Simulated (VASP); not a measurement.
# MgO (Fm-3m) in VASP: further runs

The runs below take MgO through single point, with PBE+D3(BJ), revPBE+D3(BJ).

All numbers are computed with VASP 6.6.1; they aren't measurements. Logs are shortened: lines on timing, memory, paths and dates and some standing lists are left out, and cuts for length are marked.

**1. The cell of the first run**

Symmetry: Fm-3m, No. 225, cubic system. The conventional cell has a = 4.244 Å, b = 4.244 Å, c = 4.244 Å, α = 90.00°, β = 90.00°, γ = 90.00°. Within 2.8 Å of Mg (site symmetry m-3m) lie 6 O at 2.12 Å. Within 2.8 Å of O (site symmetry m-3m) lie 6 Mg at 2.12 Å.

**2. Single point, PBE+D3(BJ) (volume scaled by 1.02)**

Input file INCAR:

```
PREC = Accurate
ENCUT = 520
EDIFF = 1E-6
ISMEAR = 0
SIGMA = 0.05
LREAL = False
LASPH = True
NELM = 80
ALGO = Normal
ISIF = 2
LWAVE = False
LCHARG = True
GGA = PE
IVDW = 12
LELF = True
LVHAR = True
NBANDS = 11
```

Input file KPOINTS:

```
Automatic mesh
0
Gamma
  10 10 10
```

Input file POSCAR:

```
MgO
1.0
    0.0000000000      2.1218908181      2.1218908181
    2.1218908181      0.0000000000      2.1218908181
    2.1218908181      2.1218908181      0.0000000000
Mg O
1 1
Direct
    0.0000000000      0.0000000000      0.0000000000
    0.5000000000      0.5000000000      0.5000000000
```

Potentials or basis: VASP PAW PBE potentials, release 64 (Mg, O).

Run with:

```
$ cat potpaw_PBE.64/Mg/POTCAR potpaw_PBE.64/O/POTCAR > POTCAR
$ mpirun -np 1 vasp_std > vasp.out
```

OUTCAR:

```text
PREC = Accurate
   ENCUT = 520
   EDIFF = 1E-6
   ISMEAR = 0
   LREAL = False
   LASPH = True
   NELM = 80
   ISIF = 2
   GGA = PE
   IVDW = 12
 IVDW          = 12

 ion  position               nearest neighbor table
   1  0.000  0.000  0.000-   2 2.12   2 2.12   2 2.12   2 2.12   2 2.12   2 2.12
   2  0.500  0.500  0.500-   1 2.12   1 2.12   1 2.12   1 2.12   1 2.12   1 2.12

  LATTYP: Found a face centered cubic cell.
 ALAT       =     4.2437816362

  Lattice vectors:

 A1 = (   0.0000000000,   2.1218908181,   2.1218908181)
 A2 = (   2.1218908181,   0.0000000000,   2.1218908181)
 A3 = (   2.1218908181,   2.1218908181,   0.0000000000)

Analysis of symmetry for initial positions (statically):
=====================================================================
 Subroutine PRICEL returns:
 Original cell was already a primitive cell.

 Routine SETGRP: Setting up the symmetry group for a
 face centered cubic supercell.

 Subroutine GETGRP returns: Found 48 space group operations
 (whereof 48 operations were pure point group operations)
 out of a pool of 48 trial point group operations.

The static configuration has the point symmetry O_h .

Analysis of symmetry for dynamics (positions and initial velocities):
=====================================================================
 Subroutine PRICEL returns:
 Original cell was already a primitive cell.

 Routine SETGRP: Setting up the symmetry group for a
 face centered cubic supercell.

 Subroutine GETGRP returns: Found 48 space group operations
 (whereof 48 operations were pure point group operations)
 out of a pool of 48 trial point group operations.

The dynamic configuration has the point symmetry O_h .

 Subroutine INISYM returns: Found 48 space group operations
 (whereof 48 operations are pure point group operations),
 and found     1 'primitive' translations

----------------------------------------------------------------------------------------

                                     Primitive cell

  volume of cell :      19.1073

  direct lattice vectors                    reciprocal lattice vectors
     0.000000000  2.121890818  2.121890818    -0.235638891  0.235638891  0.235638891
     2.121890818  0.000000000  2.121890818     0.235638891 -0.235638891  0.235638891
     2.121890818  2.121890818  0.000000000     0.235638891  0.235638891 -0.235638891

  length of vectors
     3.000806773  3.000806773  3.000806773     0.408138532  0.408138532  0.408138532

  position of ions in fractional coordinates (direct lattice)
     0.000000000  0.000000000  0.000000000
     0.500000000  0.500000000  0.500000000

  ion indices of the primitive-cell ions
   primitive index   ion index
                 1           1
                 2           2

----------------------------------------------------------------------------------------

 KPOINTS: Automatic mesh

Automatic generation of k-mesh.
 Grid dimensions read from file:
 generate k-points for:   10   10   10

 Generating k-lattice:

  Cartesian coordinates                     Fractional coordinates (reciprocal lattice)
    -0.023563889  0.023563889  0.023563889     0.100000000  0.000000000  0.000000000
     0.023563889 -0.023563889  0.023563889     0.000000000  0.100000000  0.000000000
     0.023563889  0.023563889 -0.023563889     0.000000000  0.000000000  0.100000000

  Length of vectors
     0.040813853  0.040813853  0.040813853

  Shift w.r.t. Gamma in fractional coordinates (k-lattice)
     0.000000000  0.000000000  0.000000000

 Subroutine IBZKPT returns following result:
 ===========================================

 Found     47 irreducible k-points:

 Following reciprocal coordinates:
            Coordinates               Weight
  0.000000  0.000000  0.000000      1.000000
  0.100000  0.000000  0.000000      8.000000
  0.200000  0.000000  0.000000      8.000000
  0.300000  0.000000  0.000000      8.000000
  0.400000  0.000000  0.000000      8.000000
  0.500000  0.000000  0.000000      4.000000
[... 16 lines left out ...]
  0.300000  0.300000  0.000000      6.000000
  0.400000  0.300000  0.000000     24.000000
 [... further k-points ...]
   k-points           NKPTS =     47   k-points in BZ     NKDIM =     47   number of bands    NBANDS=     11
   number of dos      NEDOS =    301   number of ions     NIONS =      2
   total plane-waves  NPLWV =  13824
   dimension x,y,z NGX =    24 NGY =   24 NGZ =   24
   dimension x,y,z NGXF=    48 NGYF=   48 NGZF=   48
   ions per type =               1   1
   NGX,Y,Z   is equivalent  to a cutoff of  13.30, 13.30, 13.30 a.u.
   NGXF,Y,Z  is equivalent  to a cutoff of  26.59, 26.59, 26.59 a.u.
 SYSTEM =  unknown system
   PREC   = accura    normal or accurate (medium, high low for compatibility)
   ISTART =      0    job   : 0-new  1-cont  2-samecut
   ICHARG =      2    charge: 1-file 2-atom 10-const
   ISPIN  =      1    spin polarized calculation?
   LNONCOLLINEAR =      F non collinear calculations
   LSORBIT =      F    spin-orbit coupling
   LASPH  =      T    aspherical Exc in radial PAW
   ENCUT  =  520.0 eV  38.22 Ry    6.18 a.u.   5.58  5.58  5.58*2*pi/ulx,y,z
   NELM   =     80;   NELMIN=  2; NELMDL= -5     # of ELM steps
   EDIFF  = 0.1E-05   stopping-criterion for ELM
   LREAL  =      F    real-space projection
   EDIFFG = 0.1E-04   stopping-criterion for IOM
   NSW    =      0    number of steps for IOM
   IBRION =     -1    ionic relax: 0-MD 1-quasi-New 2-CG
   NFREE  =      0    steps in history (QN), initial steepest desc. (CG)
   ISIF   =      2    stress and relaxation
   ISYM   =      2    0-nonsym 1-usesym 2-fastsym
   POTIM  = 0.5000    time-step for ionic-motion
   TEBEG  =    0.0;   TEEND  =   0.0 temperature during run
   PSTRESS=    0.0 pullay stress
   NELECT =       8.0000    total number of electrons
   NUPDOWN=      -1.0000    fix difference up-down
   EMIN   =  10.00;   EMAX   =-10.00  energy-range for DOS
   EFERMI =   0.00;   METHOD = LEGACY
   ISMEAR =     0;   SIGMA  =   0.05  broadening in eV -4-tet -1-fermi 0-gaus
   EFERMI_NEDOS =   21; number of points for ismear=-14 and -15
   IALGO  =     38    algorithm
   IMIX   =      4    mixing-type and parameters
     AMIX     =   0.40;   BMIX     =  1.00
     AMIX_MAG =   1.60;   BMIX_MAG =  1.00
  volume/ion in A,a.u.               =       9.55        64.47
  Fermi-wavevector in a.u.,A,eV,Ry     =   1.224725  2.314394 20.408065  1.499950
  Thomas-Fermi vector in A             =   2.359789
   LORBIT       =      0    0 simple, 1 ext, 2 COOP (PROOUT), +10 PAW based schemes
   GGA     = PE    functional components
   LHFCALC =     F    Hartree Fock is set to
   AEXX    =    0.0000 exact exchange contribution
   IVDW    =    12    specifies the selected vdW correction
   LEPSILON=     F    determine dielectric tensor
   LRPA    =     F    only Hartree local field effects (RPA)
 non-spin polarized calculation
 Gauss-broadening in eV      SIGMA  =   0.05
  energy-cutoff  :      520.00
  volume of cell :       19.11
 maximum number of plane-waves:       532
 NGX is ok and might be reduce to    24
   NGX = 11   NGY = 11   NGZ = 11

 number of electron       8.0000005 magnetization

 Free energy of the ion-electron system (eV)
  ---------------------------------------------------
  ext. energy  EPLUGINS =         0.00000000
  ---------------------------------------------------
  free energy    TOTEN  =       -11.91168837 eV

  energy without entropy =      -11.91168837  energy(sigma->0) =      -11.91168837

 E-fermi :   3.2331     XC(G=0): -10.9725

 val. band max:        3.0201646570   @ k =   0.0000   0.0000   0.0000
 cond. band min:       7.5305943645   @ k =   0.0000   0.0000   0.0000
 fundamental gap:      4.5104297074
 Fermi energy:         3.2330921210

 k-point     1 :       0.0000    0.0000    0.0000
  band No.  band energies     occupation
      1     -14.1294      2.00000
      2       3.0202      2.00000
      3       3.0202      2.00000
      4       3.0202      2.00000
      5       7.5306      0.00000
      6      18.6921      0.00000
      7      18.6921      0.00000
      8      18.6921      0.00000
      9      22.5499      0.00000
     10      24.2982      0.00000
     11      24.2982      0.00000

 k-point     2 :       0.1000    0.0000    0.0000
  band No.  band energies     occupation
      1     -14.0279      2.00000
      2       2.3725      2.00000
      3       2.9553      2.00000
      4       2.9553      2.00000
      5       8.1619      0.00000
      6      17.4488      0.00000
      7      18.9235      0.00000
      8      18.9235      0.00000
      9      23.5369      0.00000
     10      23.5369      0.00000
     11      24.1632      0.00000

 k-point     3 :       0.2000    0.0000    0.0000
  band No.  band energies     occupation
      1     -13.7488      2.00000
      2       1.0739      2.00000
      3       2.7907      2.00000
      4       2.7907      2.00000
      5       9.3605      0.00000
      6      15.9301      0.00000
      7      19.3783      0.00000
      8      19.3783      0.00000
      9      22.8398      0.00000
     10      22.8398      0.00000
     11      24.9237      0.00000
[... 267 lines left out ...]
 k-point    23 :       0.3000    0.3000    0.0000
  band No.  band energies     occupation
      1     -13.1785      2.00000
      2      -0.0718      2.00000
      3       2.1062      2.00000
      4       2.1062      2.00000
      5      11.6372      0.00000
      6      13.4062      0.00000
      7      17.2025      0.00000
      8      20.6838      0.00000
      9      20.6838      0.00000
     10      26.9118      0.00000
     11      29.9419      0.00000

 k-point    24 :       0.4000    0.3000    0.0000
  band No.  band energies     occupation
      1     -12.9422      2.00000
      2      -0.4821      2.00000
      3       1.7496      2.00000
      4       1.9627      2.00000
      5      12.3733      0.00000
      6      13.1255      0.00000
      7      16.3835      0.00000
      8      20.9040      0.00000
      9      21.1065      0.00000
     10      27.6309      0.00000
     11      29.5488      0.00000

 [... further k-points ...]

------------------------ aborting loop because EDIFF is reached ----------------------------------------

 Edisp (eV)   -0.57279

 E8    (eV) :    -0.2243

  FORCE on cell =-STRESS in cart. coord.  units (eV):
  Direction    XX          YY          ZZ          XY          YZ          ZX
  --------------------------------------------------------------------------------------
  -------------------------------------------------------------------------------------
  Total      -0.55032    -0.55032    -0.55032    -0.00000    -0.00000    -0.00000
  in kB     -46.14503   -46.14503   -46.14503    -0.00000    -0.00000    -0.00000
  external pressure =      -46.15 kB  Pullay stress =        0.00 kB

 VOLUME and BASIS-vectors are now :
 -----------------------------------------------------------------------------
  energy-cutoff  :      520.00
  volume of cell :       19.11
      direct lattice vectors                 reciprocal lattice vectors
     0.000000000  2.121890818  2.121890818    -0.235638891  0.235638891  0.235638891
     2.121890818  0.000000000  2.121890818     0.235638891 -0.235638891  0.235638891
     2.121890818  2.121890818  0.000000000     0.235638891  0.235638891 -0.235638891

 POSITION                                       TOTAL-FORCE (eV/Angst)
 -----------------------------------------------------------------------------------
      0.00000      0.00000      0.00000        -0.000000      0.000000      0.000000
      2.12189      2.12189      2.12189         0.000000     -0.000000     -0.000000
 -----------------------------------------------------------------------------------
    total drift:                               -0.000000     -0.000000      0.000000

  FREE ENERGIE OF THE ION-ELECTRON SYSTEM (eV)
  ---------------------------------------------------
  free  energy   TOTEN  =       -12.4844798309 eV

  energy  without entropy=      -12.4844798309  energy(sigma->0) =      -12.48447983
```

It took 8.1 s on 1 thread of Intel Xeon Platinum 8488C (Sapphire Rapids), shared host; peak memory 0.15 GiB.

What came out:

```
Free energy                : -12.4845 eV
Pressure                   : -4.6 GPa
Band gap on the k mesh     : 4.51 eV, direct
Dispersion energy per atom : -0.286 eV
```

Levels at points of the mesh, in eV from the valence-band top:
```csv
k point,band 1,band 2,band 3,band 4,band 5,band 6,band 7,band 8
"(0.00, 0.00, 0.00)",-17.15,0.00,0.00,0.00,4.51,15.67,15.67,15.67
"(0.50, 0.00, 0.00)",-15.92,-4.52,-0.63,-0.63,7.75,12.35,16.08,16.08
"(0.50, 0.50, 0.00)",-15.67,-3.99,-1.32,-1.32,9.09,9.73,12.86,18.63
```

Caveat: three body term missing.

[end of part 1 of 2]
